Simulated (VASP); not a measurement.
A run of VASP 6.6.1 is set up as follows.

Contents of INCAR:

```
PREC     = Accurate       # precision mode
ENCUT    = 520            # plane-wave cutoff, eV
EDIFF    = 1E-6           # SCF threshold, eV
ISMEAR   = 0              # smearing method
SIGMA    = 0.1            # smearing width, eV
LREAL    = F              # projectors in reciprocal space
LASPH    = T              # aspherical terms in the spheres
NELM     = 150            # most SCF steps
ALGO     = Normal         # electronic algorithm
ISIF     = 2              # what is computed and relaxed
LWAVE    = F              # write WAVECAR
LCHARG   = T              # write CHGCAR
ISPIN    = 2              # spin polarisation
MAGMOM   = 0 0 0 0 1      # initial moments
LORBIT   = 11             # projections on sites
LMAXMIX  = 4              # l up to which the mixer works
LDIPOL   = T            
IDIPOL   = 3            
DIPOL    = 0.5 0.5 0.321
GGA      = PE             # functional
LELF     = T              # ELF
LVHAR    = T            
LVACPOTAV= T            
NBANDS   = 32             # bands
```

File KPOINTS:

```
Automatic mesh
0
Gamma
  9 7 1
```

File POSCAR:

```
HPt4
1.0
    2.8071640675      0.0000000000      0.0000000000
    0.0000000000      3.9699294961      0.0000000000
    0.0000000000      0.0000000000     21.1553936849
Pt H
4 1
Direct
    0.5000000000      0.5000000000      0.1890770770
    0.0000000000      0.0000000000      0.2554233740
    0.5000000000      0.5000000000      0.3268881911
    0.0000000000      0.0000000000      0.3854994999
    0.5000000000      0.5000000000      0.4488403206
```

Potentials or basis: VASP PAW PBE potentials, release 64 (Pt, H).

Launch:

```bash
$ cat potpaw_PBE.64/Pt/POTCAR potpaw_PBE.64/H/POTCAR > POTCAR
$ mpirun -np 1 vasp_std > vasp.out
```

(1) Predict the largest force.

(2) Predict the net moment.

Answers

(1) 1.345 eV/Å.

(2) 0.00 μB per cell.
